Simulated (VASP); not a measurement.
KBr:

```
CELL_PARAMETERS angstrom
3.97626 0.00000 0.00000
0.00000 3.97626 0.00000
0.00000 0.00000 3.97626
ATOMIC_POSITIONS crystal
K 0.00000 0.00000 0.00000
Br 0.50000 0.50000 0.50000
```

Base run:

```yaml
Program: VASP 6.6.1
Functional: PBE
Potentials_or_basis: VASP PAW PBE potentials, release 64 (K_sv, Br)
Cutoff: 500 eV
k_mesh: 4 × 4 × 4
Occupations: gaussian, width 0.01 eV
Spin: no spin polarisation
```

Its results: band gap on the k mesh 4.02 eV, indirect (least direct gap 4.30 eV); pressure 0.9 GPa.

Q: After a change of settings the same cell gave: band gap on the k mesh 3.91 eV, indirect (least direct gap 4.20 eV); pressure 2.5 GPa. Which change was it?
A. occupations from gaussian, width 0.01 eV to tetrahedron
B. functional from PBE to PBE-based screened hybrid; cutoff from 500 eV to 520 eV
C. k mesh from 4 × 4 × 4 to 2 × 2 × 2
D. functional from PBE to HSE06; cutoff from 500 eV to 520 eV

A: C.

Caveats: some runs use coarse meshes.
